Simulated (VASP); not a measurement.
# Cu (Fm-3m) in VASP: further runs

Cu is run at these levels: PBE; tasks: single point.

All numbers are computed with VASP 6.6.1; they aren't measurements. Logs are shortened: lines on timing, memory, paths and dates and some standing lists are left out, and cuts for length are marked.

## (1) The cell of the first run

The structure is cubic, space group Fm-3m (No. 225). The conventional cell has a = 3.663 Å, b = 3.663 Å, c = 3.663 Å, α = 90.00°, β = 90.00°, γ = 90.00°. Cu (site symmetry m-3m) has 12 Cu at 2.59 Å within 3.4 Å.

## (2) Single point, PBE

File INCAR:

```
SYSTEM = Cu
PREC = Accurate
ENCUT = 520
EDIFF = 1E-7
ISMEAR = -1
SIGMA = 0.15
LREAL = .FALSE.
LASPH = .TRUE.
NELM = 80
ALGO = Normal
ISIF = 2
LWAVE = .FALSE.
LCHARG = .FALSE.
GGA = PE
NBANDS = 12
```

File KPOINTS:

```
regular mesh
0
G
  16 16 16
  0 0 0
```

File POSCAR:

```
Cu
1.0
    0.0000000000      1.8312856224      1.8312856224
    1.8312856224      0.0000000000      1.8312856224
    1.8312856224      1.8312856224      0.0000000000
Cu
1
Direct
    0.0000000000      0.0000000000      0.0000000000
```

Potentials or basis: VASP PAW PBE potentials, release 64 (Cu).

The run is started by

```console
> cat potpaw_PBE.64/Cu/POTCAR > POTCAR
> mpirun -np 1 vasp_std > vasp.out
```

OUTCAR:

```text
SYSTEM = Cu
   PREC = Accurate
   ENCUT = 520
   EDIFF = 1E-7
   ISMEAR = -1
   LREAL = .FALSE.
   LASPH = .TRUE.
   NELM = 80
   ISIF = 2
   GGA = PE

 ion  position               nearest neighbor table
   1  0.000  0.000  0.000-

  LATTYP: Found a face centered cubic cell.
 ALAT       =     3.6625712448

  Lattice vectors:

 A1 = (   0.0000000000,   1.8312856224,   1.8312856224)
 A2 = (   1.8312856224,   0.0000000000,   1.8312856224)
 A3 = (   1.8312856224,   1.8312856224,   0.0000000000)

Analysis of symmetry for initial positions (statically):
=====================================================================
 Subroutine PRICEL returns:
 Original cell was already a primitive cell.

 Routine SETGRP: Setting up the symmetry group for a
 face centered cubic supercell.

 Subroutine GETGRP returns: Found 48 space group operations
 (whereof 48 operations were pure point group operations)
 out of a pool of 48 trial point group operations.

The static configuration has the point symmetry O_h .

Analysis of symmetry for dynamics (positions and initial velocities):
=====================================================================
 Subroutine PRICEL returns:
 Original cell was already a primitive cell.

 Routine SETGRP: Setting up the symmetry group for a
 face centered cubic supercell.

 Subroutine GETGRP returns: Found 48 space group operations
 (whereof 48 operations were pure point group operations)
 out of a pool of 48 trial point group operations.

The dynamic configuration has the point symmetry O_h .

 Subroutine INISYM returns: Found 48 space group operations
 (whereof 48 operations are pure point group operations),
 and found     1 'primitive' translations

----------------------------------------------------------------------------------------

                                     Primitive cell

  volume of cell :      12.2828

  direct lattice vectors                    reciprocal lattice vectors
     0.000000000  1.831285622  1.831285622    -0.273032232  0.273032232  0.273032232
     1.831285622  0.000000000  1.831285622     0.273032232 -0.273032232  0.273032232
     1.831285622  1.831285622  0.000000000     0.273032232  0.273032232 -0.273032232

  length of vectors
     2.589828964  2.589828964  2.589828964     0.472905697  0.472905697  0.472905697

  position of ions in fractional coordinates (direct lattice)
     0.000000000  0.000000000  0.000000000
[... 81 lines left out ...]
   NFREE  =      0    steps in history (QN), initial steepest desc. (CG)
   ISIF   =      2    stress and relaxation
   ISYM   =      2    0-nonsym 1-usesym 2-fastsym
   POTIM  = 0.5000    time-step for ionic-motion
   TEBEG  =    0.0;   TEEND  =   0.0 temperature during run
   PSTRESS=    0.0 pullay stress
   NELECT =      11.0000    total number of electrons
   NUPDOWN=      -1.0000    fix difference up-down
   EMIN   =  10.00;   EMAX   =-10.00  energy-range for DOS
   EFERMI =   0.00;   METHOD = LEGACY
   ISMEAR =    -1;   SIGMA  =   0.15  broadening in eV -4-tet -1-fermi 0-gaus
   EFERMI_NEDOS =   21; number of points for ismear=-14 and -15
   IALGO  =     38    algorithm
   IMIX   =      4    mixing-type and parameters
     AMIX     =   0.40;   BMIX     =  1.00
     AMIX_MAG =   1.60;   BMIX_MAG =  1.00
  volume/ion in A,a.u.               =      12.28        82.89
  Fermi-wavevector in a.u.,A,eV,Ry     =   1.577997  2.981983 33.879542  2.490076
  Thomas-Fermi vector in A             =   2.678595
   LORBIT       =      0    0 simple, 1 ext, 2 COOP (PROOUT), +10 PAW based schemes
   GGA     = PE    functional components
   LHFCALC =     F    Hartree Fock is set to
   AEXX    =    0.0000 exact exchange contribution
   IVDW    =     0    specifies the selected vdW correction
   LEPSILON=     F    determine dielectric tensor
   LRPA    =     F    only Hartree local field effects (RPA)
 non-spin polarized calculation
  energy-cutoff  :      520.00
  volume of cell :       12.28
 maximum number of plane-waves:       343
   NGX =  9   NGY =  9   NGZ =  9

 number of electron      10.9999989 magnetization

 Free energy of the ion-electron system (eV)
  ---------------------------------------------------
  ext. energy  EPLUGINS =         0.00000000
  ---------------------------------------------------
  free energy    TOTEN  =        -3.73707215 eV

  energy without entropy =       -3.71438774  energy(sigma->0) =       -3.72572995

 E-fermi :   7.1026     XC(G=0): -12.5002

 val. band max:        7.0968787152   @ k =   0.5000   0.3125   0.1250
 cond. band min:       7.2507459354   @ k =   0.5000   0.1250   0.0000
 fundamental gap:      0.1538672202
 Fermi energy:         7.1026224314

 k-point     1 :       0.0000    0.0000    0.0000
  band No.  band energies     occupation
      1      -1.9476      2.00000
      2       4.1959      2.00000
      3       4.1959      2.00000
      4       4.1959      2.00000
      5       4.9689      2.00000
      6       4.9689      2.00000
      7      29.3884      0.00000
      8      31.7302      0.00000
      9      31.7302      0.00000
     10      31.7302      0.00000
     11      34.1966      0.00000
     12      34.1966      0.00000
[... 331 lines left out ...]
 k-point    24 :      -0.0625    0.0625    0.0000
  band No.  band energies     occupation
      1      -1.5804      2.00000
      2       4.1161      2.00000
      3       4.2579      2.00000
      4       4.2706      2.00000
      5       4.9101      2.00000
      6       4.9817      2.00000
      7      27.3353      0.00000
      8      28.3061      0.00000
      9      30.9256      0.00000
     10      32.2485      0.00000
     11      34.3894      0.00000
     12      35.0986      0.00000

 [... further k-points ...]

------------------------ aborting loop because EDIFF is reached ----------------------------------------

  FORCE on cell =-STRESS in cart. coord.  units (eV):
  Direction    XX          YY          ZZ          XY          YZ          ZX
  --------------------------------------------------------------------------------------
  -------------------------------------------------------------------------------------
  Total       -0.2249355     -0.2249355     -0.2249355      0.0000000      0.0000000      0.0000000
  in kB      -29.3406966    -29.3406966    -29.3406966      0.0000000      0.0000000      0.0000000
  external PRESSURE =     -29.3406966 kB  Pullay stress =       0.0000000 kB

 VOLUME and BASIS-vectors are now :
 -----------------------------------------------------------------------------
  energy-cutoff  :      520.00
  volume of cell :       12.28
      direct lattice vectors                 reciprocal lattice vectors
     0.000000000  1.831285622  1.831285622    -0.273032232  0.273032232  0.273032232
     1.831285622  0.000000000  1.831285622     0.273032232 -0.273032232  0.273032232
     1.831285622  1.831285622  0.000000000     0.273032232  0.273032232 -0.273032232

 POSITION                                       TOTAL-FORCE (eV/Angst)
 -----------------------------------------------------------------------------------
      0.00000      0.00000      0.00000         0.000000      0.000000      0.000000
 -----------------------------------------------------------------------------------
    total drift:                                0.000000      0.000000      0.000000

  FREE ENERGIE OF THE ION-ELECTRON SYSTEM (eV)
  ---------------------------------------------------
  free  energy   TOTEN  =        -3.7370721536 eV

  energy  without entropy=       -3.7143877403  energy(sigma->0) =       -3.72572995
```

OSZICAR:

```text
N       E                     dE             d eps       ncg     rms          rms(c)
DAV:   1     0.424512793799E+02    0.42451E+02   -0.54116E+03  3892   0.153E+03
DAV:   2    -0.336703495424E+01   -0.45818E+02   -0.41780E+02  3600   0.202E+02
DAV:   3    -0.461959254317E+01   -0.12526E+01   -0.12372E+01  4076   0.391E+01
DAV:   4    -0.462755156624E+01   -0.79590E-02   -0.79576E-02  3972   0.274E+00
DAV:   5    -0.462762497788E+01   -0.73412E-04   -0.73411E-04  4184   0.266E-01    0.765E+00
DAV:   6    -0.415365960492E+01    0.47397E+00   -0.15051E+01  4152   0.728E+01    0.418E+00
DAV:   7    -0.374831878058E+01    0.40534E+00   -0.24769E+00  4140   0.295E+01    0.539E-01
DAV:   8    -0.373897274636E+01    0.93460E-02   -0.53708E-03  4116   0.124E+00    0.331E-01
DAV:   9    -0.373707490110E+01    0.18978E-02   -0.12126E-02  4304   0.190E+00    0.341E-02
DAV:  10    -0.373707277124E+01    0.21299E-05   -0.61220E-05  5208   0.132E-01    0.785E-03
DAV:  11    -0.373707212886E+01    0.64238E-06   -0.68984E-07  4280   0.130E-02    0.465E-04
DAV:  12    -0.373707215357E+01   -0.24710E-07   -0.22009E-08  2460   0.219E-03
   1 F= -.37370722E+01 E0= -.37257299E+01  d E =-.226844E-01
```

It took 33 s on 1 thread of Intel Xeon 8259CL, shared host; peak memory 0.14 GiB.

What came out:

* Free energy: -3.7371 eV
* Pressure: -2.9 GPa

## (3) Single point, PBE

This run uses another cell than the first one, of 12.52 Å³/atom, 1.019 times its volume.

File INCAR:

```
SYSTEM = Cu
  PREC = Accurate
  ENCUT = 520
  EDIFF = 1E-6
  ISMEAR = -1
  SIGMA = 0.15
  LREAL = .False.
  LASPH = .True.
  NELM = 100
  ALGO = Normal
  ISIF = 2
  LWAVE = .False.
  LCHARG = .True.
  GGA = PE
  LELF = .True.
  LVHAR = .True.
  NBANDS = 12
```

File KPOINTS:

```
regular mesh
0
Gamma
  16 16 16
  0 0 0
```

File POSCAR:

```
Cu
1.0
    0.0000000000      1.8429501765      1.8429501765
    1.8429501765      0.0000000000      1.8429501765
    1.8429501765      1.8429501765      0.0000000000
Cu
1
Direct
    0.0000000000      0.0000000000      0.0000000000
```

Potentials or basis: VASP PAW PBE potentials, release 64 (Cu).

The run is started by

```console
> cat potpaw_PBE.64/Cu/POTCAR > POTCAR
> mpirun -np 1 vasp_std > vasp.out
```

Run time: 35 s. Hardware: 1 thread of Intel Xeon 8259CL, shared host; peak memory 0.14 GiB.

Results (log left out):

```
Free energy : -3.7312 eV
Pressure    : -5.1 GPa
```

Levels at points of the mesh, in eV from the Fermi level:
| k point | band 2 | band 3 | band 4 | band 5 | band 6 | band 7 | band 8 | band 9 | band 10 | band 11 |
| --- | --- | --- | --- | --- | --- | --- | --- | --- | --- | --- |
| (0.00, 0.00, 0.00) | -2.85 | -2.85 | -2.85 | -2.10 | -2.10 | 22.13 | 24.33 | 24.33 | 24.33 | 26.79 |
| (0.50, 0.00, 0.00) | -2.88 | -2.88 | -1.58 | -1.58 | -0.83 | 3.48 | 20.65 | 21.19 | 21.19 | 24.26 |
| (0.50, 0.50, 0.00) | -4.12 | -1.60 | -1.45 | -1.45 | 1.55 | 6.72 | 12.65 | 12.65 | 17.00 | 19.33 |
